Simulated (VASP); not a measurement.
The system is Li.

```
Li
1.0
     3.51000    0.00000    0.00000
     0.00000    3.51000    0.00000
     0.00000    0.00000    3.51000
Li
2
Direct
  0.00000 0.00000 0.00000
  0.50000 0.50000 0.50000
```

| Item | Value |
| --- | --- |
| Program | VASP 6.6.1 |
| Task | relaxation of volume and atoms at fixed shape |
| Functional | PBE |
| Potentials or basis | VASP PAW PBE potentials, release 64 (Li_sv) |
| Cutoff | 600 eV |
| k mesh | 12 × 12 × 12 |
| Occupations | methfessel-paxton, width 0.1 eV |
| Spin | no spin polarisation |

At the start: pressure -0.9 GPa; volume 21.62 Å³/atom.

Problem. How do energy, volume and symmetry change on relaxing?

Solution. Over 3 steps the energy falls by 4.6 meV/atom and the volume is 20.14 Å³/atom (-6.8 %); space group Im-3m (No. 229, to 0.1 Å) before and after.

Step by step:
| step | energy change (eV) | largest force (eV/Å) | pressure (GPa) | volume (Å³) |
| --- | --- | --- | --- | --- |
| 1 | 0.0000 | 0.0000 | -0.90 | 43.24 |
| 2 | -0.0038 | 0.0000 | -0.71 | 42.49 |
| 3 | -0.0092 | 0.0000 | -0.06 | 40.29 |

Final structure:
```
Li
1.0
     3.42818    0.00000    0.00000
     0.00000    3.42818    0.00000
     0.00000    0.00000    3.42818
Li
2
Direct
  0.00000 0.00000 0.00000
  0.50000 0.50000 0.50000
```

Caveat: the cutoff is under 1.25 times the usual one of these potentials, so pressure, stress and relaxed cells hold a basis-set (Pulay) error.
